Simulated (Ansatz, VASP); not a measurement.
One calculation of ZnAu, two programs

Contents of INCAR:

```
SYSTEM = ZnAu
  ALGO = Normal
  EDIFF = 1E-7
  ENCUT = 520
  GGA = PS
  ISIF = 2
  ISMEAR = -1
  LASPH = .True.
  LCHARG = .False.
  LREAL = .False.
  LWAVE = .False.
  NBANDS = 18
  NELM = 60
  PREC = Accurate
  SIGMA = 0.05
```

Contents of KPOINTS:

```
k-points
0
Gamma
  10 10 10
  0 0 0
```

POSCAR

```
ZnAu
1.0
    3.1470000000      0.0000000000      0.0000000000
    0.0000000000      3.1470000000      0.0000000000
    0.0000000000      0.0000000000      3.1470000000
Zn Au
1 1
Direct
    0.4250000000      0.4250000000      0.4250000000
    0.0750000000      0.0750000000      0.0750000000
```

Input for Ansatz:

```yaml
crystal:
  lattice:
    - [3.147, 0.0, 0.0]
    - [0.0, 3.147, 0.0]
    - [0.0, 0.0, 3.147]
  atoms:
    - { symbol: Zn, position: [0.425, 0.425, 0.425] }
    - { symbol: Au, position: [0.075, 0.075, 0.075] }
kpoints:
  mp_grid: { grid: [10, 10, 10] }
scf:
  occupations: { method: fermi_dirac, width: 0.05 }
hamiltonian:
  xc: pbesol
  pseudopotentials: { kind: all_electron, lapw: { basis_error: 0.001 } }
output:
  forces: true
  stress: true
  eigenvalues: true
  populations: true
```

Change from the starting cell: shortest bond scaled by 0.7, LAPW.

Alike in both runs: task single point; functional PBEsol; k mesh 10 × 10 × 10; occupations fermi-dirac, width 0.05 eV; no spin polarisation.

```csv
,VASP,Ansatz
version,VASP 6.6.1,Ansatz 0.2.0
potentials or method,"VASP PAW PBE potentials, release 64 (Zn, Au), cutoff 520 eV","all-electron LAPW, scalar-relativistic"
```

```csv
,VASP,Ansatz,Ansatz less VASP
pressure (GPa),55.7,55.3,-0.42
"traceless stress, the component that is largest in VASP (GPa)",49.62,49.40,-0.214
rms of the force components (eV/Å),9.281,9.236,-0.0454
```

VASP's potentials were made for PBE, not for PBEsol. Atom by atom the forces differ by 0.045 eV/Å (rms over components). Both programs put the cell under a high pressure, so it lies far from rest at this level. Ansatz ran all-electron here, and VASP with PAW potentials.

Neither program's run includes spin-orbit coupling.
